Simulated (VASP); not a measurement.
Input of a VASP 6.6.1 run:

Contents of INCAR:

```
ALGO     = Normal         # electronic algorithm
EDIFF    = 1E-6           # SCF threshold, eV
ENCUT    = 520            # plane-wave cutoff, eV
GGA      = PE             # functional
ISIF     = 2              # what is computed and relaxed
ISMEAR   = 0              # smearing method
LASPH    = True           # aspherical terms in the spheres
LCHARG   = False          # write CHGCAR
LREAL    = False          # projectors in reciprocal space
LWAVE    = False          # write WAVECAR
NBANDS   = 16             # bands
NELM     = 80             # most SCF steps
PREC     = Accurate       # precision mode
SIGMA    = 0.15           # smearing width, eV
```

KPOINTS

```
k-points
0
Gamma
  16 16 16
```

POSCAR

```
GaSb
1.0
   -2.9595500000      2.9595500000      1.6444000000
    2.9595500000     -2.9595500000      1.6444000000
    2.9595500000      2.9595500000     -1.6444000000
Ga Sb
1 1
Direct
    0.2500000000      0.7500000000      0.5000000000
    0.0000000000      0.0000000000      0.0000000000
```

Potentials or basis: VASP PAW PBE potentials, release 64 (Ga_d, Sb).

Command:

```bash
$ cat potpaw_PBE.64/Ga_d/POTCAR potpaw_PBE.64/Sb/POTCAR > POTCAR
$ mpirun -np 1 vasp_std > vasp.out
```

Question: Estimate the band gap on the k mesh.

Answer: Zero (bands 9 and 10 overlap by 3.61 eV).

Question: Predict the pressure.

Answer: -5.9 GPa.

Stress tensor (GPa, compression positive):
```
-6.25  0.00  0.00
 0.00 -6.25  0.00
 0.00  0.00 -5.26
```

Caveat: the cell stands under tension; spin-orbit coupling is left out, which moves the levels of the heavy elements.
